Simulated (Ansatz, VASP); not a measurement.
# Two plane-wave programs on YbN

The input INCAR:

```
  ALGO = Normal
  EDIFF = 1E-7
  ENCUT = 520
  GGA = PE
  ISIF = 2
  ISMEAR = 0
  ISPIN = 2
  LASPH = True
  LCHARG = False
  LDAU = True
  LDAUJ = 0 0
  LDAUL = 3 -1
  LDAUPRINT = 1
  LDAUTYPE = 2
  LDAUU = 6 0
  LMAXMIX = 6
  LORBIT = 11
  LREAL = False
  LWAVE = False
  MAGMOM = 1.08 0
  NBANDS = 26
  NELM = 150
  PREC = Accurate
  SIGMA = 0.05
```

Contents of KPOINTS:

```
k-points
0
Gamma
  6 6 6
```

File POSCAR:

```
YbN
1.0
    0.0000000000      2.5811819695      2.5811819695
    2.5811819695      0.0000000000      2.5811819695
    2.5811819695      2.5811819695      0.0000000000
Yb N
1 1
Direct
    0.0000000000      0.0000000000      0.0000000000
    0.2500000000      0.2500000000      0.2500000000
```

Input for Ansatz:

```yaml
crystal:
  lattice:
    - [0.0, 2.5811819695, 2.5811819695]
    - [2.5811819695, 0.0, 2.5811819695]
    - [2.5811819695, 2.5811819695, 0.0]
  atoms:
    - { symbol: Yb, position: [0.0, 0.0, 0.0], spin: 1.08 }
    - { symbol: "N", position: [0.25, 0.25, 0.25] }
basis:
  ecutwfc: 420
  ecutrho_ratio: 4
kpoints:
  mp_grid: { grid: [6, 6, 6] }
hamiltonian:
  xc: pbe
  hubbard: { sites: [{ species: Yb, l: f, u_eff: 6.0 }] }
scf:
  occupations: { method: gaussian, width: 0.05 }
  lower_state_search: "off"
output:
  forces: true
  stress: true
  eigenvalues: true
  populations: true
  hubbard: { sites: [{ species: Yb, l: f }] }
magnetization:
  spin_polarized: true
checkpoint:
  read: start.run
  write: ck
  compress: false
  write_wavefunctions: false
  write_every: 100000
```

Alike in both runs: task single point; functional PBE; k mesh 6 × 6 × 6; occupations gaussian, width 0.05 eV; collinear spin; Hubbard terms Yb f U = 6.0 eV.

```csv
,VASP,Ansatz
version,VASP 6.6.1,Ansatz 0.2.0
potentials or method,"VASP PAW PBE potentials, release 64 (Yb, N), cutoff 520 eV","scalar-relativistic, plane waves, PAW"
valence electrons in the cell,29,29
```

VASP gave:

- pressure (GPa): 2.2
- traceless stress, the component that is largest in VASP (GPa): 0.00
- net moment per atom (μB): 0.50
- size of the moment on the site where the two differ most (μB): 0.56

Problem. Which values does Ansatz return?

Solution. Pressure (GPa): 0.0; traceless stress, the component that is largest in VASP (GPa): -0.13; net moment per atom (μB): 0.50; size of the moment on the site where the two differ most (μB): 0.98.

Site moments also hang on the region over which each program counts them. The programs project onto different local orbitals, so the same U acts differently, and such runs can settle in different states. Ansatz's warnings: stability check not made.

Neither program's run includes spin-orbit coupling.
